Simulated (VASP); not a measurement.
Set up this calculation in VASP 6.6.1, as the native input.

```yaml
Task: single point
Functional: PBEsol
Potentials_or_basis: VASP PAW PBE potentials, release 64 (P, Ir)
Cutoff: 520 eV
k_mesh: 14 × 14 × 14
Occupations: gaussian, width 0.1 eV
Spin: no spin polarisation
Dipole_correction: no
Further_INCAR_settings: ALGO = Normal; EDIFF = 1e-06; NBANDS = 18
```

The structure of PIr2 lies in POSCAR:

```
PIr2
1.0
    0.0000000000      2.7663420384      2.7663420384
    2.7663420384      0.0000000000      2.7663420384
    2.7663420384      2.7663420384      0.0000000000
P Ir
1 2
Direct
    0.0000000000      0.0000000000      0.0000000000
    0.2500000000      0.2500000000      0.2500000000
    0.7500000000      0.7500000000      0.7500000000
```

One way to write it, as run:

INCAR

```
SYSTEM = PIr2
  PREC = Accurate
  ENCUT = 520
  EDIFF = 1E-6
  ISMEAR = 0
  SIGMA = 0.1
  LREAL = .FALSE.
  LASPH = .TRUE.
  NELM = 100
  ALGO = Normal
  ISIF = 2
  LWAVE = .FALSE.
  LCHARG = .FALSE.
  GGA = PS
  NBANDS = 18
```

KPOINTS

```
regular mesh
0
G
  14 14 14
  0 0 0
```

Potentials or basis: VASP PAW PBE potentials, release 64 (P, Ir).

The run is started by

```sh
$ cat potpaw_PBE.64/P/POTCAR potpaw_PBE.64/Ir/POTCAR > POTCAR
$ mpirun -np 1 vasp_std > vasp.out
```

It gave:

```
Pressure : 1.2 GPa
```

Caveat: the PAW data sets were made with another functional, which shifts forces and pressure a little.

Run time: 33 s on 1 thread of Intel(R) Xeon(R) 6975P-C (Granite Rapids) (shared host), peak memory 0.22 GiB.
